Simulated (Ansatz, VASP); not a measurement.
## One calculation of C, two programs

Contents of POSCAR:

```
C
1.0
    2.4559134450      0.0000000000      0.0000000000
   -1.2279567225      2.1268834329      0.0000000000
    0.0000000000      0.0000000000      7.0106290262
C
4
Direct
    1.0000000000      1.0000000000      0.2500000000
    0.0000000000      0.0000000000      0.7500000000
    0.3333333333      0.6666666667      0.2500000000
    0.6666666667      0.3333333333      0.7500000000
```

Contents of INCAR.step1:

```
PREC     = Accurate       # precision mode
ENCUT    = 520            # plane-wave cutoff, eV
ISMEAR   = -1             # smearing method
SIGMA    = 0.05           # smearing width, eV
LREAL    = False          # projectors in reciprocal space
LASPH    = True           # aspherical terms in the spheres
NELM     = 60             # most SCF steps
NBANDS   = 16             # bands
GGA      = PE             # functional
ALGO     = Normal         # electronic algorithm
EDIFF    = 1E-4           # SCF threshold, eV
LWAVE    = True           # write WAVECAR
LCHARG   = False          # write CHGCAR
```

INCAR.step2

```
PREC     = Accurate       # precision mode
ENCUT    = 520            # plane-wave cutoff, eV
EDIFF    = 1E-6           # SCF threshold, eV
ISMEAR   = -1             # smearing method
SIGMA    = 0.05           # smearing width, eV
LREAL    = False          # projectors in reciprocal space
LASPH    = True           # aspherical terms in the spheres
NELM     = 60             # most SCF steps
ALGO     = Normal         # electronic algorithm
ISIF     = 2              # what is computed and relaxed
LWAVE    = False          # write WAVECAR
LCHARG   = False          # write CHGCAR
METAGGA  = R2SCAN         # meta-GGA
LMIXTAU  = True         
NBANDS   = 16             # bands
ISTART   = 1
```

File KPOINTS:

```
regular mesh
0
Gamma
  15 15 5
```

Input for Ansatz:

```yaml
crystal:
  lattice:
    - [2.455913445, 0.0, 0.0]
    - [-1.2279567225, 2.1268834329, 0.0]
    - [0.0, 0.0, 7.0106290262]
  atoms:
    - { symbol: C, position: [1.0, 1.0, 0.25] }
    - { symbol: C, position: [0.0, 0.0, 0.75] }
    - { symbol: C, position: [0.3333333333, 0.6666666667, 0.25] }
    - { symbol: C, position: [0.6666666667, 0.3333333333, 0.75] }
hamiltonian:
  xc: r2scan
  pseudopotentials:
    kind: paw
    azcp:
      C: "pseudopotentials/C.paw.azcp"
basis:
  ecutwfc: 500
  fft_grid_basis: typed
kpoints:
  mp_grid: { grid: [15, 15, 5], shift: [0, 0, 0] }
magnetization:
  spin_polarized: false
scf:
  occupations: { method: fermi_dirac, width: 0.05 }
  lower_state_search: "off"
output:
  stress: true
```

Alike in both runs: task single point; functional r2SCAN; k mesh 15 × 15 × 5; occupations fermi-dirac, width 0.05 eV; no spin polarisation.

|  | VASP | Ansatz |
| --- | --- | --- |
| version | VASP 6.6.1 | Ansatz 0.2.0 |
| potentials or method | VASP PAW PBE potentials, release 64 (C), cutoff 520 eV | plane waves (500 eV) with PAW, scalar-relativistic |
| valence electrons in the cell | 16 | 16 |

|  | VASP | Ansatz | Ansatz less VASP |
| --- | --- | --- | --- |
| pressure (GPa) | 0.7 | 0.0 | -0.65 |
| traceless stress, the component that is largest in VASP (GPa) | -0.68 | 0.07 | +0.756 |

VASP's potentials were made for PBE, not for r2SCAN.
